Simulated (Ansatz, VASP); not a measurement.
## CuF in VASP and in Ansatz

```
Cu F
1.0
     2.76254    0.00000    0.00000
    -1.38127    2.39243    0.00000
     0.00000    0.00000    6.40198
Cu F
2 2
Direct
  0.00000 0.00000 0.00000
  0.00000 0.00000 0.50000
  0.33333 0.66667 0.25000
  0.66667 0.33333 0.75000
```

Alike in both runs: task single point; functional PBE; k mesh 9 × 9 × 4; occupations fermi-dirac, width 0.02 eV; collinear spin.

|  | VASP | Ansatz |
| --- | --- | --- |
| version | VASP 6.6.1 | Ansatz 0.2.0 |
| potentials or method | VASP PAW PBE potentials, release 64 (Cu, F) | plane waves |
| plane-wave cutoff (eV) | 520 | 420 |
| valence electrons in the cell | 36 | 52 |

|  | VASP | Ansatz | Ansatz less VASP |
| --- | --- | --- | --- |
| gap on the k mesh at the Fermi level (eV) | none | none | - |
| pressure (GPa) | 6.1 | 6.3 | +0.19 |
| traceless stress, the component that is largest in VASP (GPa) | 1.94 | 1.94 | -0.003 |
| net moment per atom (μB) | 0.00 | 0.00 | 0.000 |

A gap of «none» marks a metal or a gap that the smearing closes. VASP's potentials hold 36 valence electrons a cell and Ansatz's 52, so a difference there can come from the potentials and not from the codes. Ansatz's warnings: moment headroom below auto, seeded moment not kept.
